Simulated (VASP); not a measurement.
A run of VASP 6.6.1 is set up as follows.

Contents of INCAR:

```
SYSTEM = AlMo2As3
  ALGO = Normal
  EDIFF = 1E-6
  ENCUT = 520
  GGA = PE
  ISIF = 2
  ISMEAR = 0
  LASPH = .True.
  LCHARG = .False.
  LREAL = .False.
  LWAVE = .False.
  NBANDS = 32
  NELM = 80
  PREC = Accurate
  SIGMA = 0.1
```

The input KPOINTS:

```
k-points
0
Gamma
  3 3 6
  0 0 0
```

Contents of POSCAR:

```
AlMo2As3
1.0
    5.9771554100      0.0000000000      0.0000000000
   -2.9885777000      5.1763684200      0.0000000000
    0.0000000000      0.0000000000      3.6581300300
Al Mo As
1 2 3
Direct
    0.0000000000      0.0000000000      0.0000000000
    0.3333333300      0.6666666700      0.0000000000
    0.6666666700      0.3333333300      0.0000000000
    0.5000000000      0.0000000000      0.5000000000
    0.5000000000      0.5000000000      0.5000000000
    0.0000000000      0.5000000000      0.5000000000
```

Potentials or basis: VASP PAW PBE potentials, release 64 (Al, Mo_sv, As).

Command:

```console
$ cat potpaw_PBE.64/Al/POTCAR potpaw_PBE.64/Mo_sv/POTCAR potpaw_PBE.64/As/POTCAR > POTCAR
$ mpirun -np 1 vasp_std > vasp.out
```

What does it give for the band gap on the k mesh?

Zero (band 23 reaches 8.33 eV, above the bottom of band 24 at 7.40 eV).

What does it give for the pressure?

5.7 GPa.

Stress tensor (GPa, compression positive):
```
 2.71  0.00  0.00
 0.00  2.71  0.00
 0.00  0.00 11.61
```

Caveat: the k points lie up to 0.40 Å⁻¹ apart.
